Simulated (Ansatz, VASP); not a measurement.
Two plane-wave programs on AlN

The input POSCAR:

```
AlN
1.0
    0.0000000000      2.2015871003      2.2015871003
    2.2015871003      0.0000000000      2.2015871003
    2.2015871003      2.2015871003      0.0000000000
Al N
1 1
Direct
    0.0000000000      0.0000000000      0.0000000000
    0.7500000000      0.7500000000      0.7500000000
```

File INCAR.step1:

```
PREC     = Accurate       # precision mode
ENCUT    = 520            # plane-wave cutoff, eV
EDIFF    = 1E-5           # SCF threshold, eV
ISMEAR   = 0              # smearing method
SIGMA    = 0.02           # smearing width, eV
LREAL    = F              # projectors in reciprocal space
LASPH    = T              # aspherical terms in the spheres
NELM     = 60             # most SCF steps
ALGO     = Normal         # electronic algorithm
ISIF     = 2              # what is computed and relaxed
LWAVE    = T              # write WAVECAR
LCHARG   = F              # write CHGCAR
NBANDS   = 11             # bands
GGA      = PE             # functional
```

The input INCAR.step2:

```
PREC     = Accurate       # precision mode
ENCUT    = 520            # plane-wave cutoff, eV
EDIFF    = 1E-6           # SCF threshold, eV
ISMEAR   = 0              # smearing method
SIGMA    = 0.02           # smearing width, eV
LREAL    = F              # projectors in reciprocal space
LASPH    = T              # aspherical terms in the spheres
NELM     = 60             # most SCF steps
ALGO     = Normal         # electronic algorithm
ISIF     = 2              # what is computed and relaxed
LWAVE    = F              # write WAVECAR
LCHARG   = F              # write CHGCAR
GGA      = PE             # functional
LHFCALC  = T              # exact exchange
AEXX     = 0.25           # exact-exchange fraction
PRECFOCK = Normal       
NBANDS   = 11             # bands
ISTART   = 1
```

KPOINTS

```
Automatic mesh
0
Gamma
  8 8 8
```

Input for Ansatz:

```yaml
crystal:
  lattice:
    - [0.0, 2.2015871003, 2.2015871003]
    - [2.2015871003, 0.0, 2.2015871003]
    - [2.2015871003, 2.2015871003, 0.0]
  atoms:
    - { symbol: Al, position: [0.0, 0.0, 0.0] }
    - { symbol: "N", position: [0.75, 0.75, 0.75] }
basis:
  ecutwfc: 420
kpoints:
  mp_grid: { grid: [8, 8, 8] }
  band_path:
    path:
      - [[0.0, 0.0, 0.0], [-0.5, -0.5, 0.0], [-0.375, -0.375, 0.25]]
      - [[-0.375, 0.0, 0.375], [0.0, 0.0, 0.0], [0.0, 0.0, 0.5], [-0.5, -0.25, 0.25], [-0.5, -0.5, 0.0]]
    npoints: 4
hamiltonian:
  xc: pbe0
scf:
  occupations: { method: gaussian, width: 0.02 }
output:
  forces: true
  stress: true
  eigenvalues: true
  populations: true
  dos: { projected: true, de: 0.02 }
  bader: false
  write_density: true
  write_potential: true
  elf: true
  volumetric_format: npy
```

Alike in both runs: task single point; functional PBE0; k mesh 8 × 8 × 8; occupations gaussian, width 0.02 eV; no spin polarisation.

|  | VASP | Ansatz |
| --- | --- | --- |
| version | VASP 6.6.1 | Ansatz 0.2.0 |
| potentials or method | VASP PAW PBE potentials, release 64 (Al, N), cutoff 520 eV | scalar-relativistic, plane waves, PAW |
| valence electrons in the cell | 8 | 8 |

|  | VASP | Ansatz | Ansatz less VASP |
| --- | --- | --- | --- |
| gap on the k mesh at the Fermi level (eV) | 5.27 | 5.26 | -0.008 |
| least direct gap on the mesh (eV) | 6.05 | 6.05 | -0.002 |
| pressure (GPa) | -5.4 | -5.3 | +0.12 |

With one functional, cell and mesh, what is left measures potentials, basis and numerics. Ansatz's warnings: stress exchange threshold loose, stress scf threshold loose.
